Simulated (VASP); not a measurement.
# BaTiO3 (Cm) in VASP: further runs

Runs on BaTiO3. Level: r2SCAN. Tasks: single point.

Program: VASP 6.6.1. These are calculated values, not measurements. Logs are shortened: lines on timing, memory, paths and dates and some standing lists are left out, and cuts for length are marked.

**1. The cell of the first run**

It takes space group Cm (No. 8, monoclinic). The conventional cell has a = 5.701 Å, b = 5.680 Å, c = 12.078 Å, α = 90.00°, β = 91.96°, γ = 90.00°. Ba (site symmetry m) has 12 O at 2.78 to 2.93 Å and 8 Ti at 3.40 to 3.59 Å within 3.7 Å. Ba (site symmetry m) has 12 O at 2.71 to 3.09 Å and 7 Ti at 3.03 to 3.59 Å within 3.6 Å. Within 3.7 Å of Ba (site symmetry m) lie 12 O at 2.78 to 2.93 Å and 8 Ti at 3.40 to 3.59 Å. Ti (site symmetry m) has 6 O at 1.87 to 2.16 Å within 2.5 Å. Ti (site symmetry m) has 6 O at 1.87 to 2.16 Å within 2.5 Å. Ti (site symmetry m) has 6 O at 1.87 to 2.16 Å within 2.5 Å. Within 2.5 Å of O (site symmetry 1) lie 2 Ti at 1.87 to 2.16 Å. O (site symmetry 1) has 2 Ti at 1.87 to 2.16 Å within 2.5 Å.

**2. Single point, r2SCAN (the part above a cut slid along it)**

File POSCAR:

```
BaTiO3
1.0
    2.8400536680     -1.6397057497     -2.3314328258
    0.0000000000      3.2794114995     -2.3314328258
    8.7567374745      5.0557047382      6.6058817687
Ba Ti O
3 3 9
Direct
    0.9346125848      0.9346125848      0.7515283674
    0.9901459181      0.9901459181      0.0848617007
    0.9623792515      0.9623792515      0.4181950341
    0.4068926886      0.4068926886      0.9226826165
    0.4624260220      0.4624260220      0.2560159498
    0.4346593553      0.4346593553      0.5893492831
    0.4341225408     -0.0562835491      0.9138512176
    0.4896558741     -0.0007502158      0.2471845509
    0.4618892074     -0.0285168825      0.5805178843
   -0.0562835491      0.4341225408      0.9138512176
   -0.0007502158      0.4896558741      0.2471845509
   -0.0285168825      0.4618892074      0.5805178843
    0.5038055983      0.5038055983      0.0773199142
    0.4760389317      0.4760389317      0.4106532476
    0.4482722650      0.4482722650      0.7439865809
```

File INCAR.step1:

```
SYSTEM = BaTiO3
ALGO     = Normal         ! electronic algorithm
EDIFF    = 1E-4           ! SCF threshold, eV
ENCUT    = 520            ! plane-wave cutoff, eV
GGA      = PE             ! functional
ISMEAR   = 0              ! smearing method
LASPH    = .TRUE.         ! aspherical terms in the spheres
LCHARG   = .FALSE.        ! write CHGCAR
LREAL    = Auto         
LWAVE    = .TRUE.         ! write WAVECAR
NBANDS   = 73             ! bands
NELM     = 60             ! most SCF steps
PREC     = Accurate       ! precision mode
SIGMA    = 0.05           ! smearing width, eV
```

File INCAR.step2:

```
SYSTEM = BaTiO3
ALGO     = Normal         ! electronic algorithm
EDIFF    = 1E-7           ! SCF threshold, eV
ENCUT    = 520            ! plane-wave cutoff, eV
ISIF     = 2              ! what is computed and relaxed
ISMEAR   = 0              ! smearing method
ISTART   = 1            
LASPH    = .TRUE.         ! aspherical terms in the spheres
LCHARG   = .TRUE.         ! write CHGCAR
LELF     = .TRUE.         ! ELF
LMIXTAU  = .TRUE.       
LREAL    = Auto         
LVHAR    = .TRUE.       
LWAVE    = .FALSE.        ! write WAVECAR
METAGGA  = R2SCAN         ! meta-GGA
NBANDS   = 73             ! bands
NELM     = 60             ! most SCF steps
PREC     = Accurate       ! precision mode
SIGMA    = 0.05           ! smearing width, eV
```

File KPOINTS:

```
k-points
0
G
  6 6 2
  0 0 0
```

Potentials or basis: VASP PAW PBE potentials, release 64 (Ba_sv, Ti_sv, O).

Launch:

```console
$ cat potpaw_PBE.64/Ba_sv/POTCAR potpaw_PBE.64/Ti_sv/POTCAR potpaw_PBE.64/O/POTCAR > POTCAR
$ cp INCAR.step1 INCAR
$ mpirun -np 1 vasp_std > vasp.out
$ cp INCAR.step2 INCAR
$ mpirun -np 1 vasp_std > vasp.out
```

OUTCAR:

```text
SYSTEM = BaTiO3
   EDIFF = 1E-7
   ENCUT = 520
   ISIF = 2
   ISMEAR = 0
   ISTART = 1
   LASPH = .TRUE.
   LREAL = Auto
   METAGGA = R2SCAN
   NELM = 60
   PREC = Accurate

 ion  position               nearest neighbor table
   1  0.935  0.935  0.752-   7 2.78  10 2.78  15 2.78   9 2.84  12 2.84  15 2.84  15 2.84   7 2.84
                            10 2.84   9 2.93  12 2.93  15 2.93   6 3.40   4 3.45   6 3.45   6 3.45
   2  0.990  0.990  0.085-   7 2.71  10 2.71   8 2.78  11 2.78  13 2.78  13 2.84  13 2.84   8 2.84
                            11 2.84  13 2.93   4 3.03   7 3.09  10 3.09   5 3.45   4 3.49   4 3.49
   3  0.962  0.962  0.418-  14 2.78   9 2.78  12 2.78   9 2.84  12 2.84  14 2.84  14 2.84   8 2.84
                            11 2.84  14 2.93   8 2.93  11 2.93   5 3.40   6 3.45   5 3.45   5 3.45
   4  0.407  0.407  0.923-  10 1.87   7 1.87  13 1.97  10 2.16   7 2.16  15 2.16   2 3.03   1 3.45
                             2 3.49   2 3.49   1 3.51   1 3.51   1 3.59
   5  0.462  0.462  0.256-  11 1.87   8 1.87  14 1.87  11 2.16   8 2.16  13 2.16   3 3.40   3 3.45
                             3 3.45   2 3.45   2 3.51   2 3.51   3 3.51   2 3.59
   6  0.435  0.435  0.589-  12 1.87   9 1.87  15 1.87  14 2.16  12 2.16   9 2.16   1 3.40   3 3.45
                             1 3.45   1 3.45   3 3.51   3 3.51   1 3.51   3 3.59
   7  0.434  0.944  0.914-   4 1.87   4 2.16   2 2.71   1 2.78   1 2.84   2 3.09
   8  0.490  0.999  0.247-   5 1.87   5 2.16   2 2.78   2 2.84   3 2.84   3 2.93
   9  0.462  0.971  0.581-   6 1.87   6 2.16   3 2.78   3 2.84   1 2.84   1 2.93
  10  0.944  0.434  0.914-   4 1.87   4 2.16   2 2.71   1 2.78   1 2.84   2 3.09
  11  0.999  0.490  0.247-   5 1.87   5 2.16   2 2.78   2 2.84   3 2.84   3 2.93
  12  0.971  0.462  0.581-   6 1.87   6 2.16   3 2.78   3 2.84   1 2.84   1 2.93
  13  0.504  0.504  0.077-   4 1.97   5 2.16   2 2.78   2 2.84   2 2.84   2 2.93
  14  0.476  0.476  0.411-   5 1.87   6 2.16   3 2.78   3 2.84   3 2.84   3 2.93
  15  0.448  0.448  0.744-   6 1.87   4 2.16   1 2.78   1 2.84   1 2.84   1 2.93

  LATTYP: Found a base centered monoclinic cell.
 ALAT       =     5.7006013602
 B/A-ratio  =     0.9964049364
 C/A-ratio  =     2.1187252302
 COS(beta)  =    -0.0342348291

  Lattice vectors:

 A1 = (  -2.8400536680,   1.6397057497,   2.3314328258)
 A2 = (   0.0000000000,  -3.2794114995,   2.3314328258)
 A3 = (   8.7567374745,   5.0557047382,   6.6058817687)

Analysis of symmetry for initial positions (statically):
=====================================================================
 Subroutine PRICEL returns:
 Original cell was already a primitive cell.

 Routine SETGRP: Setting up the symmetry group for a
 base centered monoclinic supercell.

 Subroutine GETGRP returns: Found  2 space group operations
 (whereof  2 operations were pure point group operations)
 out of a pool of  4 trial point group operations.

The static configuration has the point symmetry C_1h.

Analysis of symmetry for dynamics (positions and initial velocities):
=====================================================================
 Subroutine PRICEL returns:
 Original cell was already a primitive cell.

 Routine SETGRP: Setting up the symmetry group for a
 base centered monoclinic supercell.

 Subroutine GETGRP returns: Found  2 space group operations
 (whereof  2 operations were pure point group operations)
 out of a pool of  4 trial point group operations.

The dynamic configuration has the point symmetry C_1h.

 Subroutine INISYM returns: Found  2 space group operations
 (whereof  2 operations are pure point group operations),
 and found     1 'primitive' translations

----------------------------------------------------------------------------------------

                                     Primitive cell

  volume of cell :     195.4285

  direct lattice vectors                    reciprocal lattice vectors
     2.840053668 -1.639705750 -2.331432826     0.171164606 -0.104466575 -0.146943495
     0.000000000  3.279411500 -2.331432826    -0.004888405  0.200466185 -0.146943495
     8.756737474  5.055704738  6.605881769     0.058684337  0.033881418  0.047657865

  length of vectors
     4.023694671  4.023694671 12.078007929     0.248602049  0.248602049  0.082843672

  position of ions in fractional coordinates (direct lattice)
     0.934612585  0.934612585  0.751528367
     0.990145918  0.990145918  0.084861701
     0.962379252  0.962379252  0.418195034
     0.406892689  0.406892689  0.922682616
     0.462426022  0.462426022  0.256015950
     0.434659355  0.434659355  0.589349283
     0.434122541  0.943716451  0.913851218
     0.489655874  0.999249784  0.247184551
[... 33 lines left out ...]

 Generating k-lattice:

  Cartesian coordinates                     Fractional coordinates (reciprocal lattice)
     0.028527434 -0.017411096 -0.024490583     0.166666667  0.000000000 -0.000000000
    -0.000814734  0.033411031 -0.024490583    -0.000000000  0.166666667  0.000000000
     0.029342169  0.016940709  0.023828933     0.000000000 -0.000000000  0.500000000

  Length of vectors
     0.041433675  0.041433675  0.041421836

  Shift w.r.t. Gamma in fractional coordinates (k-lattice)
     0.000000000  0.000000000  0.000000000

 Subroutine IBZKPT returns following result:
 ===========================================

 Found     26 irreducible k-points:

 Following reciprocal coordinates:
            Coordinates               Weight
  0.000000  0.000000  0.000000      1.000000
  0.166667  0.000000 -0.000000      4.000000
  0.333333 -0.000000 -0.000000      4.000000
  0.500000 -0.000000  0.000000      2.000000
  0.166667  0.166667  0.000000      2.000000
  0.333333  0.166667  0.000000      4.000000
[... 16 lines left out ...]
  0.333333  0.333333  0.500000      2.000000
  0.500000  0.333333  0.500000      4.000000
 [... further k-points ...]
   k-points           NKPTS =     26   k-points in BZ     NKDIM =     26   number of bands    NBANDS=     73
   number of dos      NEDOS =    301   number of ions     NIONS =     15
   total plane-waves  NPLWV =  81000
   dimension x,y,z NGX =    30 NGY =   30 NGZ =   90
   dimension x,y,z NGXF=    60 NGYF=   60 NGZF=  180
   ions per type =               3   3   9
   NGX,Y,Z   is equivalent  to a cutoff of  12.40, 12.40, 12.39 a.u.
   NGXF,Y,Z  is equivalent  to a cutoff of  24.79, 24.79, 24.78 a.u.
 SYSTEM =  BaTiO3
   PREC   = accura    normal or accurate (medium, high low for compatibility)
   ISTART =      1    job   : 0-new  1-cont  2-samecut
   ICHARG =      0    charge: 1-file 2-atom 10-const
   ISPIN  =      1    spin polarized calculation?
   LNONCOLLINEAR =      F non collinear calculations
   LSORBIT =      F    spin-orbit coupling
   LASPH  =      T    aspherical Exc in radial PAW
   ENCUT  =  520.0 eV  38.22 Ry    6.18 a.u.   7.48  7.48 22.46*2*pi/ulx,y,z
   NELM   =     60;   NELMIN=  2; NELMDL=  0     # of ELM steps
   EDIFF  = 0.1E-06   stopping-criterion for ELM
   LREAL  =      T    real-space projection
   EDIFFG = 0.1E-05   stopping-criterion for IOM
   NSW    =      0    number of steps for IOM
   IBRION =     -1    ionic relax: 0-MD 1-quasi-New 2-CG
   NFREE  =      0    steps in history (QN), initial steepest desc. (CG)
   ISIF   =      2    stress and relaxation
   ISYM   =      2    0-nonsym 1-usesym 2-fastsym
   POTIM  = 0.5000    time-step for ionic-motion
   TEBEG  =    0.0;   TEEND  =   0.0 temperature during run
   PSTRESS=    0.0 pullay stress
   NELECT =     120.0000    total number of electrons
   NUPDOWN=      -1.0000    fix difference up-down
   EMIN   =  10.00;   EMAX   =-10.00  energy-range for DOS
   EFERMI =   0.00;   METHOD = LEGACY
   ISMEAR =     0;   SIGMA  =   0.05  broadening in eV -4-tet -1-fermi 0-gaus
   EFERMI_NEDOS =   21; number of points for ismear=-14 and -15
   IALGO  =     38    algorithm
   IMIX   =      4    mixing-type and parameters
     AMIX     =   0.40;   BMIX     =  1.00
     AMIX_MAG =   1.60;   BMIX_MAG =  1.00
  volume/ion in A,a.u.               =      13.03        87.92
  Fermi-wavevector in a.u.,A,eV,Ry     =   1.391466  2.629490 26.343298  1.936178
  Thomas-Fermi vector in A             =   2.515302
   LORBIT       =      0    0 simple, 1 ext, 2 COOP (PROOUT), +10 PAW based schemes
   METAGGA = R2SCAN    functional components
   LHFCALC =     F    Hartree Fock is set to
   AEXX    =    0.0000 exact exchange contribution
   IVDW    =     0    specifies the selected vdW correction
   LEPSILON=     F    determine dielectric tensor
   LRPA    =     F    only Hartree local field effects (RPA)
 non-spin polarized calculation
 Gauss-broadening in eV      SIGMA  =   0.05
  energy-cutoff  :      520.00
  volume of cell :      195.43
 maximum number of plane-waves:      5299
 NGX is ok and might be reduce to    30
   NGX = 15   NGY = 15   NGZ = 45

 number of electron     120.0000008 magnetization

 Free energy of the ion-electron system (eV)
  ---------------------------------------------------
  ext. energy  EPLUGINS =         0.00000000
  ---------------------------------------------------
  free energy    TOTEN  =      -222.08506912 eV

  energy without entropy =     -222.08506912  energy(sigma->0) =     -222.08506912

 E-fermi :   3.8146     XC(G=0): -11.8089

 val. band max:        3.4517259412   @ k =   0.5000   0.5000   0.5000
 cond. band min:       6.0294528968   @ k =   0.0000   0.0000   0.5000
 fundamental gap:      2.5777269555
 Fermi energy:         3.8145800975

 k-point     1 :       0.0000    0.0000    0.0000
  band No.  band energies     occupation
      1     -55.3350      2.00000
      2     -55.2420      2.00000
      3     -55.0620      2.00000
      4     -30.5998      2.00000
      5     -30.5345      2.00000
      6     -30.4809      2.00000
[... 1789 lines left out ...]
     71       9.5114      0.00000
     72      10.3297      0.00000

 [... further k-points ...]

 [bands above 72 left out]

------------------------ aborting loop because EDIFF is reached ----------------------------------------

  FORCE on cell =-STRESS in cart. coord.  units (eV):
  Direction    XX          YY          ZZ          XY          YZ          ZX
  --------------------------------------------------------------------------------------
  -------------------------------------------------------------------------------------
  Total       -2.1672134      0.6949449      7.9611434     -2.4787019      1.1964896      2.0724130
  in kB      -17.7674209      5.6973525     65.2676766    -20.3210899      9.8091560     16.9902208
  external PRESSURE =      17.7325361 kB  Pullay stress =       0.0000000 kB

 VOLUME and BASIS-vectors are now :
 -----------------------------------------------------------------------------
  energy-cutoff  :      520.00
  volume of cell :      195.43
      direct lattice vectors                 reciprocal lattice vectors
     2.840053668 -1.639705750 -2.331432826     0.171164606 -0.104466575 -0.146943495
     0.000000000  3.279411500 -2.331432826    -0.004888405  0.200466185 -0.146943495
     8.756737474  5.055704738  6.605881769     0.058684337  0.033881418  0.047657865

 POSITION                                       TOTAL-FORCE (eV/Angst)
 -----------------------------------------------------------------------------------
      9.23529      5.33200      0.60653        -0.022993     -0.013275     -0.022555
      3.55518      2.05258     -4.05633        -0.028724     -0.016584      1.647512
      6.39523      3.69229     -1.72490        -0.077470     -0.044727     -0.088818
      9.23529      5.33200      4.19785         0.664448      0.383619     -1.605395
      3.55518      2.05258     -0.46502        -0.271084     -0.156510     -0.352966
      6.39523      3.69229      1.86641        -0.189256     -0.109267     -0.317534
      9.23529      7.00316      2.82445        -0.074590      0.562799     -0.633304
      3.55518      3.72375     -1.83841         0.023777     -0.058274      0.159917
      6.39523      5.36346      0.49302         0.048954     -0.031702      0.097289
     10.68256      4.49641      2.82445         0.450103     -0.345997     -0.633304
      5.00245      1.21700     -1.83841        -0.038578      0.049729      0.159917
      7.84251      2.85671      0.49302        -0.002977      0.058247      0.097289
      2.10791      1.21700     -1.83841        -1.071806     -0.618808      1.059212
      4.94796      2.85671      0.49302         0.237080      0.136878      0.208191
      7.78801      4.49641      2.82445         0.353117      0.203872      0.224551
 -----------------------------------------------------------------------------------
    total drift:                                0.030048      0.017348      0.007444

  FREE ENERGIE OF THE ION-ELECTRON SYSTEM (eV)
  ---------------------------------------------------
  free  energy   TOTEN  =      -222.0850691206 eV

  energy  without entropy=     -222.0850691206  energy(sigma->0) =     -222.08506912
```

Run time: 20 min. Hardware: 1 thread of Intel Xeon 6975P-C (Granite Rapids), shared host; peak memory 0.44 GiB.

Results:

```
Free energy            : -222.0851 eV
Pressure               : 1.8 GPa
Largest force          : 1.779 eV/Å
Band gap on the k mesh : 2.58 eV (least direct gap 3.03 eV)
```

Forces on the atoms (eV/Å):
```
Ba  -0.023 -0.013 -0.023
Ba  -0.029 -0.017  1.648
Ba  -0.077 -0.045 -0.089
Ti   0.664  0.384 -1.605
Ti  -0.271 -0.157 -0.353
Ti  -0.189 -0.109 -0.318
O   -0.075  0.563 -0.633
O    0.024 -0.058  0.160
O    0.049 -0.032  0.097
O    0.450 -0.346 -0.633
O   -0.039  0.050  0.160
O   -0.003  0.058  0.097
O   -1.072 -0.619  1.059
O    0.237  0.137  0.208
O    0.353  0.204  0.225
```

Caveat: the cell differs from its parent crystal (the part above a cut slid along it); the stress differs along the axes, from -2 to 7 GPa; the PAW data sets were made with another functional, which shifts forces and pressure a little; spin-orbit coupling is left out, which moves the levels of the heavy elements. A k mesh can miss the band edges.

**3. Single point, r2SCAN (the part above a cut slid along it)**

File POSCAR:

```
BaTiO3
1.0
    2.8400536680     -1.6397057497     -2.3314328258
    0.0000000000      3.2794114995     -2.3314328258
   10.6502012550      6.1488965615      3.4971492388
Ba Ti O
3 3 9
Direct
    0.4335686222      0.4335686222      0.7515283674
    0.9335686222      0.9335686222      0.0848617007
    0.6835686222      0.6835686222      0.4181950341
   -0.2082598118     -0.2082598118      0.9226826165
    0.2917401882      0.2917401882      0.2560159498
    0.0417401882      0.0417401882      0.5893492831
   -0.1751420660     -0.6655481559      0.9138512176
    0.3248579340     -0.1655481559      0.2471845509
    0.0748579340     -0.4155481559      0.5805178843
   -0.6655481559     -0.1751420660      0.9138512176
   -0.1655481559      0.3248579340      0.2471845509
   -0.4155481559      0.0748579340      0.5805178843
    0.4522564115      0.4522564115      0.0773199142
    0.2022564115      0.2022564115      0.4106532476
   -0.0477435885     -0.0477435885      0.7439865809
```

File INCAR.step1:

```
SYSTEM = BaTiO3
PREC = Accurate
ENCUT = 520
ISMEAR = 0
SIGMA = 0.05
LREAL = Auto
LASPH = .TRUE.
NELM = 100
NBANDS = 73
GGA = PE
ALGO = Normal
EDIFF = 1E-4
LWAVE = .TRUE.
LCHARG = .FALSE.
```

File INCAR.step2:

```
SYSTEM = BaTiO3
PREC = Accurate
ENCUT = 520
EDIFF = 1E-6
ISMEAR = 0
SIGMA = 0.05
LREAL = Auto
LASPH = .TRUE.
NELM = 100
ALGO = Normal
ISIF = 2
LWAVE = .FALSE.
LCHARG = .FALSE.
METAGGA = R2SCAN
LMIXTAU = .TRUE.
NBANDS = 73
ISTART = 1
```

File KPOINTS:

```
regular mesh
0
G
  6 6 2
  0 0 0
```

Potentials or basis: VASP PAW PBE potentials, release 64 (Ba_sv, Ti_sv, O).

Launch:

```console
$ cat potpaw_PBE.64/Ba_sv/POTCAR potpaw_PBE.64/Ti_sv/POTCAR potpaw_PBE.64/O/POTCAR > POTCAR
$ cp INCAR.step1 INCAR
$ mpirun -np 1 vasp_std > vasp.out
$ cp INCAR.step2 INCAR
$ mpirun -np 1 vasp_std > vasp.out
```

It took 15 min on 1 thread of Intel Xeon 6975P-C (Granite Rapids), shared host; peak memory 0.44 GiB.

The run converged. Its results:

```yaml
Free_energy: -217.9877 eV
Pressure: 3.6 GPa
Largest_force: 6.487 eV/Å
Band_gap_on_the_k_mesh: 1.04 eV (least direct gap 1.23 eV)
```

Forces on the atoms (eV/Å):
```
Ba   0.072  0.042 -0.030
Ba   5.600  3.233  0.523
Ba  -0.162 -0.094 -0.158
Ti  -5.212 -3.009  2.168
Ti  -0.893 -0.516 -1.120
Ti  -0.607 -0.351 -0.568
O   -0.841 -1.195 -1.157
O   -0.025 -0.004  0.228
O    0.134  0.032  0.160
O   -1.455 -0.130 -1.157
O   -0.016 -0.020  0.228
O    0.095  0.100  0.160
O    2.034  1.174 -0.421
O    0.621  0.359  0.442
O    0.655  0.378  0.705
```

Stress tensor (GPa, compression positive):
```
11.27  5.93  2.24
 5.93  4.42  1.29
 2.24  1.29 -5.02
```

Levels at points of the mesh, in eV from the valence-band top:
```csv
k point,band 58,band 59,band 60,band 61,band 62,band 63
"(0.00, 0.00, 0.00)",-0.83,-0.39,-0.19,1.04,1.27,1.63
"(0.50, 0.00, 0.00)",-1.06,-0.50,-0.33,1.52,2.23,2.57
"(0.50, 0.50, 0.00)",-0.53,-0.39,-0.04,2.18,2.57,3.13
"(0.00, 0.00, 0.50)",-1.06,-0.41,-0.24,1.04,1.27,1.71
"(0.50, 0.00, 0.50)",-0.91,-0.49,-0.32,1.48,2.22,2.55
"(0.50, 0.50, 0.50)",-0.53,-0.35,0.00,2.18,2.57,3.14
```

Caveat: the cell differs from its parent crystal (the part above a cut slid along it); the stress differs along the axes, from -5 to 11 GPa; the PAW data sets were made with another functional, which shifts forces and pressure a little; spin-orbit coupling is left out, which moves the levels of the heavy elements. A k mesh can miss the band edges.

(Continued in part 2 of 2.)
